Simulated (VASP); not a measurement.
ScBe5, 6 atoms in the cell. It takes space group P6/mmm (No. 191, hexagonal). The conventional cell has a = 4.537 Å, b = 4.537 Å, c = 3.530 Å, α = 90.00°, β = 90.00°, γ = 120.00°. Sc (site symmetry 6/mmm) has 18 Be at 2.62 to 2.87 Å within 3.5 Å. Within 2.9 Å of Be (site symmetry -6m2) lie 9 Be at 2.20 to 2.62 Å and 3 Sc at 2.62 Å. Within 2.9 Å of Be (site symmetry mmm) lie 8 Be at 2.20 to 2.27 Å and 4 Sc at 2.87 Å. 

```yaml
Program: VASP 6.6.1
Task: single point
Functional: LDA
Potentials_or_basis: VASP PAW LDA potentials, release 64 (Sc_sv, Be)
Cutoff: 520 eV
k_mesh: 6 × 6 × 7
Occupations: methfessel-paxton, width 0.15 eV
Spin: no spin polarisation
Dipole_correction: no
Further_INCAR_settings: ALGO = Normal; EDIFF = 1e-06; NBANDS = 20
```

Potentials or basis: VASP PAW LDA potentials, release 64 (Sc_sv, Be).

Run with:

```console
$ cat potpaw_LDA.64/Sc_sv/POTCAR potpaw_LDA.64/Be/POTCAR > POTCAR
$ mpirun -np 1 vasp_std > vasp.out
```

Hardware: 1 thread of Intel(R) Xeon(R) Platinum 8559C (Emerald Rapids), with other jobs on the host.

Question: Estimate the wall time of this run.

Answer: Wall time 17 s on 1 thread of Intel(R) Xeon(R) Platinum 8559C (Emerald Rapids), on a shared host, peak memory 0.17 GiB. Counts: scf iterations 14, k points 28.
